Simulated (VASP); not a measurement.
BN (sol2):

```xyz
4
Lattice="2.5152 0.0000 0.0000 -1.2576 2.1782 0.0000 0.0000 0.0000 4.1606" Properties=species:S:1:pos:R:3 pbc="T T T"
B     0.0000    1.4521   -0.0005
B     1.2576    0.7261    2.0798
N     0.0000    1.4521    1.5566
N     1.2576    0.7261    3.6369
```

This cell differs from its parent crystal: strained cell.

Base run:

```yaml
Program: VASP 6.6.1
Functional: PBEsol
Potentials_or_basis: VASP PAW PBE potentials, release 64 (B, N)
Cutoff: 520 eV
k_mesh: 9 × 9 × 6
Occupations: gaussian, width 0.02 eV
Spin: no spin polarisation
```

Its results: band gap on the k mesh 4.88 eV, indirect (least direct gap 8.35 eV); pressure 13.2 GPa.

**Question.** The run is repeated on the same cell with these changes: potentials or basis from VASP PAW PBE potentials, release 64 (B, N) to VASP PAW PBE potentials, release 64 (B_h, N_h); cutoff from 520 eV to 910 eV. What comes out?

**Answer.** Band gap on the k mesh 4.88 eV, indirect (least direct gap 8.36 eV); pressure 12.3 GPa.

Caveats: the PAW data sets were made with another functional, which shifts forces and pressure a little; the cutoff is under 1.25 times the usual one of these potentials, so pressure, stress and relaxed cells hold a basis-set (Pulay) error (some runs).

A k mesh can miss the band edges.
